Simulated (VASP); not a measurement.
A run of VASP 6.6.1 is set up as follows.

File INCAR:

```
PREC = Accurate ; ENCUT = 520
EDIFF = 1E-6 ; ISMEAR = 0
SIGMA = 0.1 ; LREAL = F
LASPH = T ; NELM = 150
ALGO = Normal ; ISIF = 2
LWAVE = F ; LCHARG = T
ISPIN = 2 ; MAGMOM = 2
LORBIT = 11 ; LMAXMIX = 4
GGA = PE ; LELF = T
LVHAR = T ; NBANDS = 15
```

File KPOINTS:

```
Automatic mesh
0
Gamma
  14 14 14
```

File POSCAR:

```
Ni
1.0
    0.0000000000      1.7677500000      1.7677500000
    1.7677500000      0.0000000000      1.7677500000
    1.7677500000      1.7677500000      0.0000000000
Ni
1
Direct
    0.0000000000      0.0000000000      0.0000000000
```

Potentials or basis: VASP PAW PBE potentials, release 64 (Ni).

The run is started by

```bash
$ cat potpaw_PBE.64/Ni/POTCAR > POTCAR
$ mpirun -np 1 vasp_std > vasp.out
```

(1) Predict the pressure.

(2) Estimate the net moment.

(3) What does it give for the site moments?

## Answers

(1) -2.9 GPa.

(2) 0.60 μB per cell.

(3) Ni +0.62 μB.
